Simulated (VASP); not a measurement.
# C (P6/mmm) in VASP: single point with PBEsol

Aim: the single point of C with PBEsol.

Program: VASP 6.6.1. These are calculated values, not measurements. Logs are shortened: lines on timing, memory, paths and dates and some standing lists are left out, and cuts for length are marked.

**1. The cell of the first run**

It takes space group P6/mmm (No. 191, hexagonal). The conventional cell has a = 2.459 Å, b = 2.459 Å, c = 8.523 Å, α = 90.00°, β = 90.00°, γ = 120.00°. C (site symmetry -6m2) has 3 C at 1.42 Å within 1.9 Å.

**2. Single point, PBEsol**

The input, INCAR:

```
ALGO = Normal ; EDIFF = 1E-6
ENCUT = 520 ; GGA = PS
ISIF = 2 ; ISMEAR = 0
ISYM = 0 ; LASPH = T
LCHARG = F ; LREAL = F
LWAVE = F ; NBANDS = 11
NELM = 80 ; PREC = Accurate
SIGMA = 0.1
```

The input, KPOINTS:

```
k-points
0
Gamma
  14 2 32
```

The input, POSCAR:

```
C
1.0
    2.4588140226      0.0000000000      0.0000000000
   -1.2294070113     17.1782524199      0.0000000000
    0.0000000000     -8.4571475695      1.0564860804
C
2
Direct
    0.6666666667      0.3333333333      0.6666666667
    0.3333333333      0.6666666667      0.3333333333
```

Potentials or basis: VASP PAW PBE potentials, release 64 (C).

Run with:

```console
$ cat potpaw_PBE.64/C/POTCAR > POTCAR
$ mpirun -np 1 vasp_std > vasp.out
```

OUTCAR:

```text
EDIFF = 1E-6
   ENCUT = 520
   GGA = PS
   ISIF = 2
   ISMEAR = 0
   ISYM = 0
   LASPH = T
   LREAL = F
   NELM = 80
   PREC = Accurate

 ion  position               nearest neighbor table
   1  0.667  0.333  0.667-   2 1.42   2 1.42   2 1.42
   2  0.333  0.667  0.333-   1 1.42   1 1.42   1 1.42

IMPORTANT INFORMATION: All symmetrisations will be switched off!
NOSYMM: (Re-)initialisation of all symmetry stuff for point group C_1.

----------------------------------------------------------------------------------------

                                     Primitive cell

  volume of cell :      44.6240

  direct lattice vectors                    reciprocal lattice vectors
     2.458814023  0.000000000  0.000000000     0.406700137  0.029106570  0.232997442
    -1.229407011 17.178252420  0.000000000     0.000000000  0.058213139  0.465994885
     0.000000000 -8.457147570  1.056486080     0.000000000  0.000000000  0.946534004

  length of vectors
     2.458814023 17.222189112  8.522881429     0.469616867  0.469616867  0.946534004

  position of ions in fractional coordinates (direct lattice)
     0.666666667  0.333333333  0.666666667
     0.333333333  0.666666667  0.333333333

  ion indices of the primitive-cell ions
   primitive index   ion index
                 1           1
                 2           2

----------------------------------------------------------------------------------------

 KPOINTS: k-points

Automatic generation of k-mesh.
 Grid dimensions read from file:
 generate k-points for:   14    2   32

 Generating k-lattice:

  Cartesian coordinates                     Fractional coordinates (reciprocal lattice)
     0.029050010  0.002079041  0.016642674     0.071428571  0.000000000  0.000000000
     0.000000000  0.029106570  0.232997442     0.000000000  0.500000000  0.000000000
     0.000000000  0.000000000  0.029579188     0.000000000  0.000000000  0.031250000

  Length of vectors
     0.033544062  0.234808434  0.029579188

  Shift w.r.t. Gamma in fractional coordinates (k-lattice)
     0.000000000  0.000000000  0.000000000

 -----------------------------------------------------------------------------
|                                                                             |
|           W    W    AA    RRRRR   N    N  II  N    N   GGGG   !!!           |
|           W    W   A  A   R    R  NN   N  II  NN   N  G    G  !!!           |
|           W    W  A    A  R    R  N N  N  II  N N  N  G       !!!           |
|           W WW W  AAAAAA  RRRRR   N  N N  II  N  N N  G  GGG   !            |
|           WW  WW  A    A  R   R   N   NN  II  N   NN  G    G                |
|           W    W  A    A  R    R  N    N  II  N    N   GGGG   !!!           |
|                                                                             |
|     Your reciprocal lattice and k-lattice belong to different lattice       |
|     classes:                                                                |
|                                                                             |
|        The reciprocal lattice is hexagonal,                                 |
|        whereas your k-lattice is triclinic.                                 |
|                                                                             |
|     Results are often still useful ...                                      |
|                                                                             |
 -----------------------------------------------------------------------------

 WARNING: IBZKPT: internal override: KBLOWUP is changed to .FALSE.
      ... skipping the blow-up phase ...

 Subroutine IBZKPT returns following result:
 ===========================================

 Found    452 irreducible k-points:

 Following reciprocal coordinates:
            Coordinates               Weight
  0.000000  0.000000  0.000000      1.000000
  0.071429  0.000000  0.000000      2.000000
  0.142857 -0.000000 -0.000000      2.000000
  0.214286 -0.000000  0.000000      2.000000
  0.285714  0.000000  0.000000      2.000000
  0.357143 -0.000000  0.000000      2.000000
[... 16 lines left out ...]
  0.428571 -0.000000  0.031250      2.000000
  0.500000  0.000000  0.031250      2.000000
 [... further k-points ...]
   k-points           NKPTS =    452   k-points in BZ     NKDIM =    452   number of bands    NBANDS=     11
   number of dos      NEDOS =    301   number of ions     NIONS =      2
   total plane-waves  NPLWV = 147456
   dimension x,y,z NGX =    18 NGY =  128 NGZ =   64
   dimension x,y,z NGXF=    36 NGYF=  256 NGZF=  128
   ions per type =               2
   NGX,Y,Z   is equivalent  to a cutoff of  12.17, 12.36, 12.48 a.u.
   NGXF,Y,Z  is equivalent  to a cutoff of  24.34, 24.71, 24.97 a.u.
 SYSTEM =  unknown system
   PREC   = accura    normal or accurate (medium, high low for compatibility)
   ISTART =      0    job   : 0-new  1-cont  2-samecut
   ICHARG =      2    charge: 1-file 2-atom 10-const
   ISPIN  =      1    spin polarized calculation?
   LNONCOLLINEAR =      F non collinear calculations
   LSORBIT =      F    spin-orbit coupling
   LASPH  =      T    aspherical Exc in radial PAW
   ENCUT  =  520.0 eV  38.22 Ry    6.18 a.u.   4.57 32.02 15.85*2*pi/ulx,y,z
   NELM   =     80;   NELMIN=  2; NELMDL= -5     # of ELM steps
   EDIFF  = 0.1E-05   stopping-criterion for ELM
   LREAL  =      F    real-space projection
   EDIFFG = 0.1E-04   stopping-criterion for IOM
   NSW    =      0    number of steps for IOM
   IBRION =     -1    ionic relax: 0-MD 1-quasi-New 2-CG
   NFREE  =      0    steps in history (QN), initial steepest desc. (CG)
   ISIF   =      2    stress and relaxation
   ISYM   =      0    0-nonsym 1-usesym 2-fastsym
   POTIM  = 0.5000    time-step for ionic-motion
   TEBEG  =    0.0;   TEEND  =   0.0 temperature during run
   PSTRESS=    0.0 pullay stress
   NELECT =       8.0000    total number of electrons
   NUPDOWN=      -1.0000    fix difference up-down
   EMIN   =  10.00;   EMAX   =-10.00  energy-range for DOS
   EFERMI =   0.00;   METHOD = LEGACY
   ISMEAR =     0;   SIGMA  =   0.10  broadening in eV -4-tet -1-fermi 0-gaus
   EFERMI_NEDOS =   21; number of points for ismear=-14 and -15
   IALGO  =     38    algorithm
   IMIX   =      4    mixing-type and parameters
     AMIX     =   0.40;   BMIX     =  1.00
     AMIX_MAG =   1.60;   BMIX_MAG =  1.00
  volume/ion in A,a.u.               =      22.31       150.57
  Fermi-wavevector in a.u.,A,eV,Ry     =   0.923100  1.744406 11.593706  0.852113
  Thomas-Fermi vector in A             =   2.048699
   LORBIT       =      0    0 simple, 1 ext, 2 COOP (PROOUT), +10 PAW based schemes
   GGA     = PS    functional components
   LHFCALC =     F    Hartree Fock is set to
   AEXX    =    0.0000 exact exchange contribution
   IVDW    =     0    specifies the selected vdW correction
   LEPSILON=     F    determine dielectric tensor
   LRPA    =     F    only Hartree local field effects (RPA)
 non-spin polarized calculation
 Gauss-broadening in eV      SIGMA  =   0.10
  energy-cutoff  :      520.00
  volume of cell :       44.62
 maximum number of plane-waves:      1225
   NGX =  9   NGY = 63   NGZ = 31

 number of electron       7.9999999 magnetization

 Free energy of the ion-electron system (eV)
  ---------------------------------------------------
  ext. energy  EPLUGINS =         0.00000000
  ---------------------------------------------------
  free energy    TOTEN  =       -19.28394450 eV

  energy without entropy =      -19.28394449  energy(sigma->0) =      -19.28394449

 E-fermi :  -0.7601     XC(G=0):  -4.9841

 val. band max:       -1.1287694710   @ k =  -0.3571   0.5000   0.0938
 cond. band min:      -0.3913927304   @ k =   0.3571   0.5000   0.4063
 fundamental gap:      0.7373767406
 Fermi energy:        -0.7600527477

 k-point     1 :       0.0000    0.0000    0.0000
  band No.  band energies     occupation
      1     -20.3120      2.00000
      2      -8.4652      2.00000
      3      -3.7614      2.00000
      4      -3.7598      2.00000
      5       2.3466      0.00000
      6       4.7214      0.00000
      7       6.2629      0.00000
      8       7.5815      0.00000
      9       7.5827      0.00000
     10      10.7972      0.00000
     11      12.0427      0.00000

 k-point     2 :       0.0714    0.0000    0.0000
  band No.  band energies     occupation
      1     -20.1907      2.00000
      2      -8.3198      2.00000
      3      -4.2472      2.00000
      4      -4.0178      2.00000
      5       2.5114      0.00000
      6       4.8826      0.00000
      7       6.4176      0.00000
      8       7.6440      0.00000
      9       8.1042      0.00000
     10      10.3742      0.00000
     11      12.2554      0.00000

 k-point     3 :       0.1429   -0.0000   -0.0000
  band No.  band energies     occupation
      1     -19.8279      2.00000
      2      -7.8863      2.00000
      3      -5.5207      2.00000
      4      -4.6560      2.00000
      5       3.0062      0.00000
      6       5.3639      0.00000
      7       6.8748      0.00000
      8       7.6769      0.00000
      9       9.2097      0.00000
     10       9.5259      0.00000
     11      12.9408      0.00000

 k-point     4 :       0.2143   -0.0000    0.0000
  band No.  band energies     occupation
      1     -19.2265      2.00000
      2      -7.2352      2.00000
      3      -7.1742      2.00000
      4      -5.4265      2.00000
      5       3.8300      0.00000
      6       6.1456      0.00000
      7       7.3524      0.00000
      8       7.5465      0.00000
      9       7.8288      0.00000
     10      11.5614      0.00000
     11      14.0081      0.00000

 k-point     5 :       0.2857    0.0000    0.0000
  band No.  band energies     occupation
      1     -18.3920      2.00000
      2      -9.1200      2.00000
      3      -6.2048      2.00000
      4      -6.1452      2.00000
      5       4.9800      0.00000
      6       5.5194      0.00000
      7       7.1636      0.00000
      8       7.3266      0.00000
      9       8.8669      0.00000
     10      13.9431      0.00000
     11      15.0291      0.00000
[... 211 lines left out ...]
 k-point    21 :       0.2857    0.0000    0.0312
  band No.  band energies     occupation
      1     -17.8888      2.00000
      2      -9.9257      2.00000
      3      -6.7112      2.00000
      4      -5.6317      2.00000
      5       4.5833      0.00000
      6       5.6828      0.00000
      7       7.4582      0.00000
      8       7.9513      0.00000
      9       9.5605      0.00000
     10      13.9161      0.00000
     11      14.9581      0.00000

 k-point    22 :       0.3571   -0.0000    0.0313
  band No.  band energies     occupation
      1     -16.7424      2.00000
      2     -11.7597      2.00000
      3      -7.1948      2.00000
      4      -4.4029      2.00000
      5       2.6694      0.00000
      6       7.1563      0.00000
      7       7.3835      0.00000
      8       9.4652      0.00000
      9      11.1074      0.00000
     10      13.8885      0.00000
     11      14.6665      0.00000

 k-point    23 :       0.4286   -0.0000    0.0313
  band No.  band energies     occupation
      1     -15.4409      2.00000
      2     -13.4319      2.00000
      3      -7.4513      2.00000
      4      -3.2955      2.00000
      5       1.1809      0.00000
      6       7.1032      0.00000
      7       9.2305      0.00000
      8      11.1674      0.00000
      9      11.7044      0.00000
     10      12.9230      0.00000
     11      13.3973      0.00000

 k-point    24 :       0.5000    0.0000    0.0313
  band No.  band energies     occupation
      1     -15.2833      2.00000
      2     -13.6116      2.00000
      3      -7.4666      2.00000
      4      -3.2039      2.00000
      5       1.0662      0.00000
      6       7.0959      0.00000
      7       9.4898      0.00000
      8      11.3717      0.00000
      9      11.4224      0.00000
     10      13.1084      0.00000
     11      13.2627      0.00000

 [... further k-points ...]
[... 5 lines left out ...]
  --------------------------------------------------------------------------------------
  -------------------------------------------------------------------------------------
  Total        0.1495109     -0.0080769      0.0756657      0.0008260      0.0106214      0.0065433
  in kB        5.3680306     -0.2899918      2.7166983      0.0296554      0.3813518      0.2349314
  external PRESSURE =       2.5982457 kB  Pullay stress =       0.0000000 kB

 VOLUME and BASIS-vectors are now :
 -----------------------------------------------------------------------------
  energy-cutoff  :      520.00
  volume of cell :       44.62
      direct lattice vectors                 reciprocal lattice vectors
     2.458814023  0.000000000  0.000000000     0.406700137  0.029106570  0.232997442
    -1.229407011 17.178252420  0.000000000     0.000000000  0.058213139  0.465994885
     0.000000000 -8.457147570  1.056486080     0.000000000  0.000000000  0.946534004

 POSITION                                       TOTAL-FORCE (eV/Angst)
 -----------------------------------------------------------------------------------
      1.22941      0.08799      0.70432        -0.008964     -0.004412     -0.035322
     -0.00000      8.63312      0.35216         0.008964      0.004412      0.035322
 -----------------------------------------------------------------------------------
    total drift:                               -0.000000      0.000000     -0.000000

  FREE ENERGIE OF THE ION-ELECTRON SYSTEM (eV)
  ---------------------------------------------------
  free  energy   TOTEN  =       -19.2839444954 eV

  energy  without entropy=      -19.2839444942  energy(sigma->0) =      -19.28394449
```

Run time: 14 min. Hardware: 1 thread of Intel Xeon Platinum 8488C (Sapphire Rapids), shared host; peak memory 0.46 GiB.

What came out:

| Item | Value |
| --- | --- |
| Free energy | -19.2839 eV |
| Pressure | 0.3 GPa |
| Largest force | 0.037 eV/Å |

Forces in eV/Å, atoms in the order of the input:
```
C   -0.009 -0.004 -0.035
C    0.009  0.004  0.035
```

Caveat: this functional lacks dispersion, which binds the layers, so the pressure and a relaxed spacing across them are unreliable; the PAW data sets were made with another functional, which shifts forces and pressure a little.
